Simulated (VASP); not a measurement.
Here is a VASP 6.6.1 calculation.

The input INCAR:

```
PREC = Accurate ; ENCUT = 520
EDIFF = 1E-6 ; ISMEAR = 0
SIGMA = 0.02 ; LREAL = F
LASPH = T ; NELM = 100
ALGO = Normal ; ISIF = 2
LWAVE = F ; LCHARG = F
GGA = PE ; NBANDS = 24
```

The input KPOINTS:

```
Automatic mesh
0
Gamma
  6 6 6
```

File POSCAR:

```
KMgF3
1.0
    4.0000105518      0.0000000000      0.0000000000
    0.0000000000      4.0000105518      0.0000000000
    0.0000000000      0.0000000000      4.0000105518
K Mg F
1 1 3
Direct
    0.5000000000      0.5000000000      0.5000000000
    0.0000000000      0.0000000000      0.0000000000
    0.0000000000      0.5000000000      0.0000000000
    0.0000000000      0.0000000000      0.5000000000
    0.5000000000      0.0000000000      0.0000000000
```

Potentials or basis: VASP PAW PBE potentials, release 64 (K_sv, Mg, F).

The run is started by

```console
$ cat potpaw_PBE.64/K_sv/POTCAR potpaw_PBE.64/Mg/POTCAR potpaw_PBE.64/F/POTCAR > POTCAR
$ mpirun -np 1 vasp_std > vasp.out
```

**Question.** Estimate the band gap on the k mesh.

**Answer.** 7.22 eV, indirect (least direct gap 7.55 eV).

**Question.** Predict the pressure.

**Answer.** 2.5 GPa.

A k mesh can miss the band edges. PBE gaps usually lie below the measured ones, often by a third to a half.
